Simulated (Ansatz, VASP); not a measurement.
# Li in VASP and in Ansatz

The input INCAR:

```
  AGGAC = 1.0
  AGGAX = 1.0
  ALDAC = 0.0
  ALDAX = 1.0
  ALGO = Fast
  EDIFF = 1E-6
  EDIFFG = -0.01
  ENCUT = 600
  GGA = B5
  IBRION = 2
  ISIF = 3
  ISMEAR = -1
  LASPH = T
  LCHARG = F
  LREAL = F
  LWAVE = F
  NELM = 80
  NSW = 60
  PREC = Accurate
  SIGMA = 0.05
```

The input KPOINTS:

```
k-points
0
Gamma
  10 10 10
```

File POSCAR:

```
Li
1.0
    0.0000000000      2.2020000000      2.2020000000
    2.2020000000      0.0000000000      2.2020000000
    2.2020000000      2.2020000000      0.0000000000
Li
1
Direct
    0.0000000000      0.0000000000      0.0000000000
```

The input input.yaml:

```yaml
crystal:
  lattice:
    - [0.0, 2.202, 2.202]
    - [2.202, 0.0, 2.202]
    - [2.202, 2.202, 0.0]
  atoms:
    - { symbol: Li, position: [0.0, 0.0, 0.0] }
hamiltonian:
  xc: blyp
  pseudopotentials: { kind: paw }
kpoints:
  mp_grid: { grid: [10, 10, 10] }
scf:
  occupations: { method: fermi_dirac, width: 0.05 }
output:
  forces: true
  stress: true
  eigenvalues: true
relax:
  f_tol: 0.01
  max_steps: 40
  cell: { stress_tol: 0.05 }
```

Alike in both runs: task relaxation of cell and atoms; functional BLYP; k mesh 10 × 10 × 10; occupations fermi-dirac, width 0.05 eV; no spin polarisation.

|  | VASP | Ansatz |
| --- | --- | --- |
| version | VASP 6.6.1 | Ansatz 0.2.0 |
| potentials or method | VASP PAW PBE potentials, release 64 (Li_sv) | Ansatz PAW |
| plane-wave cutoff (eV) | 600 | 420 |
| valence electrons in the cell | 3 | 3 |

```csv
,VASP,Ansatz,Ansatz less VASP
"gap on the k mesh at the Fermi level, each at its own relaxed structure (eV)",none,none,-
relaxed volume (Å³/atom),19.95,19.95,-0.006
relaxed length of the cell vector where the two differ most in proportion (Å),3.044,3.044,-0.0003
```

VASP's potentials were made for PBE, not for BLYP. A gap of «none» marks a metal or a gap that the smearing closes.

Noted on VASP's run: the cutoff is under 1.25 times that of the potentials, so the pressure is a little rough. Noted on Ansatz's run: the potentials were made for another functional, which shifts forces and pressure; the plane-wave basis is chosen anew once the cell has moved, so the energies of steps on either side of that aren't comparable.
